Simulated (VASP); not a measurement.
Write the native input for VASP 6.6.1 that does the following.

```
Task                   : electric field gradients
Functional             : PBEsol
Potentials or basis    : VASP PAW PBE potentials, release 64 (Ag)
Cutoff                 : 520 eV
k mesh                 : 9 × 9 × 9
Occupations            : fermi-dirac, width 0.05 eV
Spin                   : no spin polarisation
Dipole correction      : no
Further INCAR settings : ALGO = Normal; EDIFF = 1e-08; NBANDS = 18
```

The structure of Ag lies in POSCAR:

```
Ag
1.0
    0.0000000000      2.8140871700      2.8140871700
    2.8140871700      0.0000000000      2.8140871700
    2.8140871700      2.8140871700      0.0000000000
Ag
2
Direct
   -0.1250000000     -0.1250000000     -0.1250000000
    0.1250000000      0.1250000000      0.1250000000
```

One way to write it, as run:

INCAR

```
PREC     = Accurate       # precision mode
ENCUT    = 520            # plane-wave cutoff, eV
EDIFF    = 1E-8           # SCF threshold, eV
ISMEAR   = -1             # smearing method
SIGMA    = 0.05           # smearing width, eV
LREAL    = False          # projectors in reciprocal space
LASPH    = True           # aspherical terms in the spheres
NELM     = 80             # most SCF steps
ALGO     = Normal         # electronic algorithm
ISIF     = 2              # what is computed and relaxed
LWAVE    = False          # write WAVECAR
LCHARG   = False          # write CHGCAR
GGA      = PS             # functional
LEFG     = True         
NBANDS   = 18             # bands
```

KPOINTS

```
regular mesh
0
Gamma
  9 9 9
```

Potentials or basis: VASP PAW PBE potentials, release 64 (Ag).

Command:

```sh
$ cat potpaw_PBE.64/Ag/POTCAR > POTCAR
$ mpirun -np 1 vasp_std > vasp.out
```

Results of the run:

The pressure is 15.5 GPa and the band gap on the k mesh is zero (band 11 reaches 5.58 eV, above the bottom of band 12 at 4.69 eV).

Caveat: without QUAD_EFG the Cq values of the log hold for a quadrupole moment of 1 mb, not for the nuclei; the PAW data sets were made with another functional, which shifts forces and pressure a little.

It took 25 s on 1 thread of Intel(R) Xeon(R) Platinum 8259CL CPU @ 2.50GHz (Skylake/Cascade Lake), on a shared host, peak memory 0.17 GiB.
